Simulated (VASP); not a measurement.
# Si16C16O (a cell with a defect) in VASP: a series of runs

Si16C16O (a cell with a defect) is run at these levels: PBE; tasks: single point.

Program: VASP 6.6.1. These are calculated values, not measurements. Logs are shortened: lines on timing, memory, paths and dates and some standing lists are left out, and cuts for length are marked.

## Step 1: The cell of the first run

The cell holds a defect, 33 atoms: a = 6.188 Å, b = 6.188 Å, c = 10.129 Å, α = 90.00°, β = 90.00°, γ = 120.00°.

## Step 2: Single point, PBE

INCAR

```
SYSTEM = Si16C16O
ALGO = Normal ; EDIFF = 1E-6
ENCUT = 520 ; GGA = PE
GGA_COMPAT = .FALSE. ; ISIF = 2
ISMEAR = -1 ; LASPH = .TRUE.
LCHARG = .TRUE. ; LELF = .TRUE.
LREAL = Auto ; LVHAR = .TRUE.
LWAVE = .FALSE. ; NBANDS = 89
NELECT = 136.0 ; NELM = 120
PREC = Accurate ; SIGMA = 0.01
```

KPOINTS

```
k-points
0
G
  1 1 1
  0 0 0
```

POSCAR

```
Si16C16O
1.0
    6.1879230300      0.0000000600      0.0000000000
   -3.0939615600      5.3588985100      0.0000000000
    0.0000000000      0.0000000000     10.1287833600
Si C O
16 16 1
Direct
    0.3149985319      0.1551285175      0.9328009756
    0.1665691185      0.3338402447      0.4410353980
    0.0036753945      0.0212274966      0.6944544818
   -0.0022304565     -0.0098824413      0.1985290759
    0.3290496070      0.6641471141      0.9359425178
    0.1664957563      0.8337495069      0.4330393734
   -0.0031473790      0.5135969631      0.6836093491
    0.0000431311      0.5015747163      0.1922519152
    0.8478831690      0.1664276619      0.9709095012
    0.6665407530      0.3299465285      0.4402780513
    0.4926065055     -0.0046858565      0.6780627797
    0.5019870343     -0.0010442501      0.1867889689
    0.8316078358      0.6621149745      0.9453142258
    0.6651242747      0.8293754681      0.4387076752
    0.5022476291      0.4990833405      0.6926208954
    0.4942600576      0.4953633597      0.1881611969
    0.3441337129      0.1617767117      0.7427407353
    0.1623382580      0.3290653829      0.2527862339
    0.0015450026     -0.0020280287      0.4970443953
   -0.0045596216     -0.0278932321      0.0232623200
    0.3300735490      0.6659771544      0.7472852100
    0.1707273743      0.8322391218      0.2499413710
    0.0038138833      0.5102309728      0.4938231792
    0.0028751893      0.5062876251      0.0082741428
    0.8164308110      0.1826726050      0.6870505324
    0.6639830387      0.3329465854      0.2493779273
    0.4920676707     -0.0100783826      0.4902596712
    0.5053658398      0.0011144025     -0.0032811443
    0.8342725179      0.6832502879      0.7577953568
    0.6617356154      0.8269925157      0.2509260895
    0.5018551271      0.4975869509      0.5029166701
    0.4902573385      0.4917771750     -0.0017226156
    0.0490469968      0.2154315845      0.8491999181
```

Potentials or basis: VASP PAW PBE potentials, release 64 (Si, C, O).

On the command line:

```bash
$ cat potpaw_PBE.64/Si/POTCAR potpaw_PBE.64/C/POTCAR potpaw_PBE.64/O/POTCAR > POTCAR
$ mpirun -np 1 vasp_gam > vasp.out
```

OUTCAR:

```text
SYSTEM = Si16C16O
   EDIFF = 1E-6
   ENCUT = 520
   GGA = PE
   ISIF = 2
   ISMEAR = -1
   LASPH = .TRUE.
   LREAL = Auto
   NELECT = 136.0
   NELM = 120
   PREC = Accurate

 ion  position               nearest neighbor table
   1  0.315  0.155  0.933-  32 1.92  17 1.93  20 1.95  28 1.96  33 2.04   3 2.94   9 2.95  13 3.02
                            15 3.05   5 3.08   5 3.11
   2  0.167  0.334  0.441-  19 1.89  23 1.89  31 1.90  18 1.91   3 3.07   4 3.07  14 3.08  10 3.08
                             7 3.09   8 3.09   6 3.09   6 3.10  16 3.11  10 3.11  14 3.11  15 3.12
   3  0.004  0.021  0.694-  25 1.87  17 1.90  33 1.91  29 1.92  19 2.00   1 2.94  15 3.02   2 3.07
                             7 3.07  11 3.09  11 3.11   7 3.12
   4  0.998  0.990  0.199-  20 1.78  22 1.85  30 1.88  18 1.90   9 2.89   6 2.95  14 3.02   8 3.03
                             2 3.07  16 3.09  12 3.10  12 3.10  16 3.10  13 3.11
   5  0.329  0.664  0.936-  24 1.90  32 1.90  28 1.91  21 1.91   9 3.05  15 3.06  13 3.07   1 3.08
                             1 3.11  12 3.11   7 3.12  13 3.12  16 3.12   8 3.14
   6  0.166  0.834  0.433-  27 1.84  23 1.84  22 1.85  19 1.88   4 2.95   8 3.02  11 3.04   7 3.06
                            12 3.07  10 3.08  14 3.09   2 3.09   2 3.10  14 3.10  10 3.11
   7  0.997  0.514  0.684-  25 1.78  21 1.90  23 1.92  29 1.93  15 3.02  11 3.03  10 3.04   6 3.06
                             3 3.07   2 3.09   5 3.12   3 3.12  13 3.14
   8  0.000  0.502  0.192-  24 1.86  22 1.87  26 1.89  18 1.90   9 2.87   6 3.02   4 3.03  13 3.06
                            16 3.08  10 3.08   2 3.09  12 3.09  12 3.10  16 3.11   5 3.14
   9  0.848  0.166  0.971-  33 1.67  28 1.85  24 1.86  20 1.91  12 2.87   8 2.87   4 2.89   1 2.95
                             5 3.05  13 3.08  13 3.13
  10  0.667  0.330  0.440-  23 1.89  31 1.89  27 1.89  26 1.93  11 3.00   7 3.04   2 3.08   8 3.08
                             6 3.08  14 3.09  14 3.09   2 3.11   6 3.11  15 3.12  12 3.12  16 3.13
  11  0.493  0.995  0.678-  25 1.74  17 1.81  21 1.90  27 1.90  10 3.00   7 3.03  14 3.03   6 3.04
                             3 3.09  15 3.09  15 3.10   3 3.11
  12  0.502  0.999  0.187-  22 1.89  30 1.89  26 1.90  28 1.93   9 2.87   6 3.07   8 3.09  16 3.09
                             4 3.10  16 3.10   8 3.10   4 3.10   5 3.11  14 3.11  10 3.12
  13  0.832  0.662  0.945-  20 1.84  24 1.87  29 1.90  32 1.91   1 3.02  16 3.05   8 3.06   5 3.07
                             9 3.08  15 3.11   4 3.11   5 3.12   9 3.13   7 3.14
  14  0.665  0.829  0.439-  27 1.86  31 1.89  19 1.90  30 1.90   4 3.02  11 3.03   2 3.08   6 3.09
                            10 3.09  10 3.09   6 3.10  16 3.11   2 3.11  12 3.11  15 3.12
  15  0.502  0.499  0.693-  17 1.88  21 1.90  29 1.90  31 1.92   7 3.02   3 3.02   1 3.05   5 3.06
                            11 3.09  11 3.10  13 3.11  10 3.12   2 3.12  14 3.12
  16  0.494  0.495  0.188-  26 1.88  30 1.89  18 1.90  32 1.92  13 3.05   8 3.08   4 3.09  12 3.09
                            12 3.10   4 3.10   2 3.11  14 3.11   8 3.11   5 3.12  10 3.13
  17  0.344  0.162  0.743-  11 1.81  15 1.88   3 1.90   1 1.93
  18  0.162  0.329  0.253-  16 1.90   8 1.90   4 1.90   2 1.91
  19  0.002  0.998  0.497-   6 1.88   2 1.89  14 1.90   3 2.00
  20  0.995  0.972  0.023-   4 1.78  13 1.84   9 1.91   1 1.95
  21  0.330  0.666  0.747-  11 1.90  15 1.90   7 1.90   5 1.91
  22  0.171  0.832  0.250-   4 1.85   6 1.85   8 1.87  12 1.89
  23  0.004  0.510  0.494-   6 1.84  10 1.89   2 1.89   7 1.92
  24  0.003  0.506  0.008-   9 1.86   8 1.86  13 1.87   5 1.90
  25  0.816  0.183  0.687-  11 1.74   7 1.78   3 1.87
  26  0.664  0.333  0.249-  16 1.88   8 1.89  12 1.90  10 1.93
[... 207 lines left out ...]
   GGA     = PE    functional components
   LHFCALC =     F    Hartree Fock is set to
   AEXX    =    0.0000 exact exchange contribution
   IVDW    =     0    specifies the selected vdW correction
   LEPSILON=     F    determine dielectric tensor
   LRPA    =     F    only Hartree local field effects (RPA)
 non-spin polarized calculation
  energy-cutoff  :      520.00
  volume of cell :      335.88
 maximum number of plane-waves:      4519
 NGX is ok and might be reduce to    48
   NGX = 23   NGY = 23   NGZ = 37

 number of electron     136.0000002 magnetization

 Free energy of the ion-electron system (eV)
  ---------------------------------------------------
  ext. energy  EPLUGINS =         0.00000000
  ---------------------------------------------------
  free energy    TOTEN  =      -205.40163732 eV

  energy without entropy =     -205.40163732  energy(sigma->0) =     -205.40163732

 E-fermi :   9.7943     XC(G=0): -11.4210

 val. band max:        9.5499994625   @ k =   0.0000   0.0000   0.0000
 cond. band min:      10.1902071044   @ k =   0.0000   0.0000   0.0000
 fundamental gap:      0.6402076419
 Fermi energy:         9.7943047703

 k-point     1 :       0.0000    0.0000    0.0000
  band No.  band energies     occupation
      1     -11.6810      2.00000
      2      -7.1116      2.00000
      3      -6.1552      2.00000
      4      -5.4622      2.00000
      5      -3.9432      2.00000
      6      -3.8208      2.00000
[... 72 lines left out ...]
     79      12.9808      0.00000
     80      13.1243      0.00000
 [bands above 80 left out]

------------------------ aborting loop because EDIFF is reached ----------------------------------------

  FORCE on cell =-STRESS in cart. coord.  units (eV):
  Direction    XX          YY          ZZ          XY          YZ          ZX
  --------------------------------------------------------------------------------------
  -------------------------------------------------------------------------------------
  Total       50.4203234     44.7994208     33.8810891      0.3614035     -2.1551975      3.2164117
  in kB      240.5129634    213.7003640    161.6181849      1.7239522    -10.2806351     15.3427956
  external PRESSURE =     205.2771707 kB  Pullay stress =       0.0000000 kB

 VOLUME and BASIS-vectors are now :
 -----------------------------------------------------------------------------
  energy-cutoff  :      520.00
  volume of cell :      335.88
      direct lattice vectors                 reciprocal lattice vectors
     6.187923030  0.000000060  0.000000000     0.161605112  0.093302757  0.000000000
    -3.093961560  5.358898510  0.000000000    -0.000000002  0.186605511  0.000000000
     0.000000000  0.000000000 10.128783360     0.000000000  0.000000000  0.098728541

 POSITION                                       TOTAL-FORCE (eV/Angst)
 -----------------------------------------------------------------------------------
      1.46922      0.83132      9.44814         0.039554     -0.028082      0.017874
     -0.00217      1.78902      4.46715        -0.001110      0.005185      0.003941
     -0.04293      0.11376      7.03398        -0.007803      0.034700      0.008503
      3.11074      5.30594      2.01086         0.017767      0.004922      0.044849
     -0.01871      3.55910      9.47996        -0.002722      0.042394      0.023895
     -1.54933      4.46798      4.38616         0.011591      0.011288     -0.005419
[... 25 lines left out ...]
      1.51213      2.63538     10.11134        -0.020170     -0.032066     -0.060832
     -0.36304      1.15448      8.60136        -0.218202     -0.296612     -0.159558
 -----------------------------------------------------------------------------------
    total drift:                               -0.001397      0.049753      0.016351

  FREE ENERGIE OF THE ION-ELECTRON SYSTEM (eV)
  ---------------------------------------------------
  free  energy   TOTEN  =      -205.4016373192 eV

  energy  without entropy=     -205.4016373192  energy(sigma->0) =     -205.40163732
```

OSZICAR:

```text
N       E                     dE             d eps       ncg     rms          rms(c)
DAV:   1     0.974669091351E+03    0.97467E+03   -0.71219E+04   178   0.146E+03
DAV:   2    -0.113795901155E+03   -0.10885E+04   -0.10049E+04   260   0.291E+02
DAV:   3    -0.241254375223E+03   -0.12746E+03   -0.12565E+03   220   0.960E+01
DAV:   4    -0.244943416032E+03   -0.36890E+01   -0.36748E+01   212   0.181E+01
DAV:   5    -0.245039147081E+03   -0.95731E-01   -0.95586E-01   204   0.299E+00    0.389E+01
DAV:   6    -0.206933587547E+03    0.38106E+02   -0.14586E+02   196   0.287E+01    0.173E+01
DAV:   7    -0.205885212288E+03    0.10484E+01   -0.20674E+01   228   0.117E+01    0.887E+00
DAV:   8    -0.205433414036E+03    0.45180E+00   -0.49826E+00   228   0.614E+00    0.483E+00
DAV:   9    -0.205394379763E+03    0.39034E-01   -0.70126E-01   204   0.266E+00    0.118E+00
DAV:  10    -0.205399186198E+03   -0.48064E-02   -0.88274E-02   220   0.893E-01    0.561E-01
DAV:  11    -0.205400962754E+03   -0.17766E-02   -0.36677E-02   220   0.507E-01    0.296E-01
DAV:  12    -0.205401571422E+03   -0.60867E-03   -0.94949E-03   220   0.253E-01    0.133E-01
DAV:  13    -0.205401642190E+03   -0.70768E-04   -0.33940E-03   212   0.180E-01    0.634E-02
DAV:  14    -0.205401623008E+03    0.19182E-04   -0.62739E-04   204   0.763E-02    0.316E-02
DAV:  15    -0.205401635667E+03   -0.12658E-04   -0.14640E-04   212   0.416E-02    0.157E-02
DAV:  16    -0.205401636696E+03   -0.10289E-05   -0.24292E-05   244   0.209E-02    0.534E-03
DAV:  17    -0.205401637319E+03   -0.62348E-06   -0.39678E-06   188   0.735E-03
   1 F= -.20540164E+03 E0= -.20540164E+03  d E =-.124836E-10
```

stdout:

```text
POSCAR found type information on POSCAR SiC O
 POSCAR found :  3 types and      33 ions
 scaLAPACK will be used
 LDA part: xc-table for (Slater+PW92), standard interpolation
 POSCAR, INCAR and KPOINTS ok, starting setup
 FFT: planning ... GRIDC
 FFT: planning ... GRID_SOFT
 FFT: planning ... GRID
 WAVECAR not read
 entering main loop
 the old and the new charge density differ
 old charge density:   134.00000 new  136.00000
    0.389E+01
```

Run time: 41 s. Hardware: 1 thread of Intel Xeon 6975P-C (Granite Rapids), shared host; peak memory 0.4 GiB.

Results:

| Item | Value |
| --- | --- |
| Free energy | -205.4016 eV |
| Largest force | 0.401 eV/Å |

Forces in eV/Å, atoms in the order of the input:
```
Si   0.040 -0.028  0.018
Si  -0.001  0.005  0.004
Si  -0.008  0.035  0.009
Si   0.018  0.005  0.045
Si  -0.003  0.042  0.024
Si   0.012  0.011 -0.005
Si  -0.007  0.054 -0.034
Si   0.018  0.000  0.013
Si  -0.017 -0.018  0.196
Si   0.021 -0.004  0.014
Si  -0.017 -0.006  0.004
Si   0.024  0.014  0.031
Si   0.017  0.011 -0.018
Si   0.002  0.015  0.009
Si   0.018  0.003  0.030
Si  -0.011  0.002 -0.003
C    0.032  0.017  0.003
C    0.017  0.009  0.000
C    0.020  0.012 -0.012
C    0.036 -0.004  0.046
C    0.002  0.004  0.023
C   -0.001  0.003 -0.001
C    0.008  0.036 -0.011
C    0.040  0.001 -0.021
C   -0.037  0.040 -0.171
C    0.004  0.019 -0.016
C   -0.007 -0.006  0.000
C    0.003  0.008  0.014
C   -0.009  0.042  0.019
C    0.021 -0.003  0.004
C    0.004  0.009  0.008
C   -0.020 -0.032 -0.061
O   -0.218 -0.297 -0.160
```

Caveat: the k points lie up to 1.17 Å⁻¹ apart; the cell carries a net charge on a neutralising background, which shifts energy and pressure; the cell is charged against a uniform background, so pressure and absolute levels hang on convention.

## Step 3: Single point, PBE

INCAR

```
  PREC = Accurate
  ENCUT = 520
  EDIFF = 1E-6
  ISMEAR = -1
  SIGMA = 0.01
  LREAL = Auto
  LASPH = True
  NELM = 120
  ALGO = Normal
  ISIF = 2
  LWAVE = False
  LCHARG = False
  GGA = PE
  NBANDS = 89
  NELECT = 136.0
  GGA_COMPAT = False
```

KPOINTS

```
regular mesh
0
Gamma
  1 1 1
```

POSCAR

```
Si16C16O
1.0
    6.1879230300      0.0000000600      0.0000000000
   -3.0939615600      5.3588985100      0.0000000000
    0.0000000000      0.0000000000     10.1287833600
Si C O
16 16 1
Direct
    0.3380155378      0.1695936167      0.9460164819
    0.1674073859      0.3328405990      0.4390675407
   -0.0268412096     -0.0077086734      0.6956411989
    0.0097649075      0.0022665104      0.1991319123
    0.3346292734      0.6685355159      0.9359441962
    0.1635318683      0.8319840321      0.4332960677
    0.0032049586      0.5042758311      0.6761025245
   -0.0002010199      0.4978539890      0.1873995062
    0.8344094856      0.1538101437      0.9617086923
    0.6678514844      0.3311617036      0.4407522445
    0.4855283922      0.0029862426      0.6846748275
    0.4967768872     -0.0020478145      0.1914690966
    0.8419984124      0.6881602521      0.9315040775
    0.6631431721      0.8313635632      0.4415584618
    0.4985243665      0.4946678809      0.6927798483
    0.5027519875      0.5037404543      0.1876871024
    0.3120587462      0.1628842158      0.7586818403
    0.1716511517      0.3376874905      0.2517973689
   -0.0018168546     -0.0033848374      0.4971699780
    0.0307808873      0.0107156346      0.0243883190
    0.3326531758      0.6684608737      0.7471359324
    0.1665117701      0.8284808868      0.2498959559
    0.0082893839      0.5070454300      0.4891091875
   -0.0028600465      0.4944913577     -0.0022045096
    0.8159267324      0.1835261387      0.6927555611
    0.6652048064      0.3334392239      0.2492357582
    0.4869425559     -0.0059489892      0.4945723313
    0.4956829996     -0.0027061587      0.0066552909
    0.8362800237      0.6502978072      0.7401328208
    0.6693173767      0.8358001092      0.2528995743
    0.4992480679      0.4952461714      0.5031886673
    0.5068474514      0.5085253928     -0.0013657119
   -0.2194604640     -0.0707818941      0.8514102527
```

Potentials or basis: VASP PAW PBE potentials, release 64 (Si, C, O).

On the command line:

```bash
$ cat potpaw_PBE.64/Si/POTCAR potpaw_PBE.64/C/POTCAR potpaw_PBE.64/O/POTCAR > POTCAR
$ mpirun -np 1 vasp_gam > vasp.out
```

Run time: 41 s. Hardware: 1 thread of Intel Xeon 6975P-C (Granite Rapids), shared host; peak memory 0.4 GiB.

The run converged. Its results:

- Free energy: -205.3748 eV
- Largest force: 0.074 eV/Å

Forces in eV/Å, atoms in the order of the input:
```
Si   0.001 -0.007 -0.004
Si   0.004 -0.004  0.002
Si  -0.008 -0.009  0.015
Si   0.008 -0.001  0.008
Si  -0.011 -0.002  0.010
Si  -0.002  0.003  0.002
Si  -0.014 -0.001  0.002
Si  -0.002  0.000  0.005
Si  -0.030  0.029  0.061
Si  -0.004  0.000 -0.001
Si   0.006 -0.005  0.000
Si  -0.003  0.001  0.002
Si   0.009 -0.035  0.031
Si   0.005  0.001  0.010
Si   0.004  0.015  0.002
Si  -0.001 -0.003  0.011
C    0.002  0.000  0.013
C   -0.006 -0.018 -0.008
C    0.010  0.005 -0.026
C   -0.002  0.002 -0.007
C   -0.010  0.001 -0.007
C   -0.002  0.013 -0.004
C   -0.006  0.009  0.008
C    0.005  0.019 -0.011
C    0.034  0.001  0.007
C    0.013 -0.001 -0.010
C   -0.005 -0.003  0.006
C   -0.003  0.003 -0.009
C   -0.002 -0.016 -0.024
C    0.007 -0.001 -0.010
C   -0.014  0.005 -0.001
C    0.007 -0.002 -0.010
O    0.010  0.002 -0.061
```

Levels at points of the mesh, in eV from the Fermi level:
```tsv
k point	band 66	band 67	band 68	band 69	band 70	band 71
(0.00, 0.00, 0.00)	-1.35	-1.19	-0.27	0.58	0.66	0.73
```

Caveat: the k points lie up to 1.17 Å⁻¹ apart; the cell carries a net charge on a neutralising background, which shifts energy and pressure; the cell is charged against a uniform background, so pressure and absolute levels hang on convention.
